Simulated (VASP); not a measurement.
## CoW3: single point with r2SCAN

CoW3:

```
W Co
1.0
     0.00000    3.07208    3.07208
     3.07208    0.00000    3.07208
     3.07208    3.07208    0.00000
W Co
3 1
Direct
  0.25000 0.25000 0.25000
  0.75000 0.75000 0.75000
  0.50000 0.50000 0.50000
  0.00000 0.00000 0.00000
```

```yaml
Program: VASP 6.6.1
Task: single point
Functional: r2SCAN
Potentials_or_basis: VASP PAW PBE potentials, release 64 (W_sv, Co)
Cutoff: 520 eV
k_mesh: 12 × 12 × 12
Occupations: gaussian, width 0.1 eV
Spin: no spin polarisation
```

| Item | Value |
| --- | --- |
| Pressure | 3.3 GPa |
| Band gap on the k mesh | zero (an odd number of electrons rules out a gap without spin polarisation) |

Levels at points of the mesh, in eV from the Fermi level:
```tsv
k point	band 22	band 23	band 24	band 25	band 26	band 27	band 28	band 29	band 30	band 31
(0.00, 0.00, 0.00)	-1.56	-1.56	-1.56	-0.33	-0.33	3.55	3.55	3.71	3.71	3.71
(0.50, 0.00, 0.00)	-2.98	-2.70	-2.70	0.21	0.21	1.05	1.05	1.42	3.08	3.08
(0.50, 0.50, 0.00)	-1.31	-0.70	-0.64	-0.64	-0.33	0.75	0.75	1.12	1.93	2.59
```

Run time: 4.4 min on 1 thread of Intel(R) Xeon(R) Platinum 8488C (Sapphire Rapids), with other jobs on the host, peak memory 0.27 GiB.

Caveat: the cell stands under pressure; the PAW data sets were made with another functional, which shifts forces and pressure a little; spin-orbit coupling is left out, which moves the levels of the heavy elements; the run has no spin polarisation, though such a crystal can be magnetic. Spin polarisation is off, so any magnetic state and its effect on volume and gap are missing.
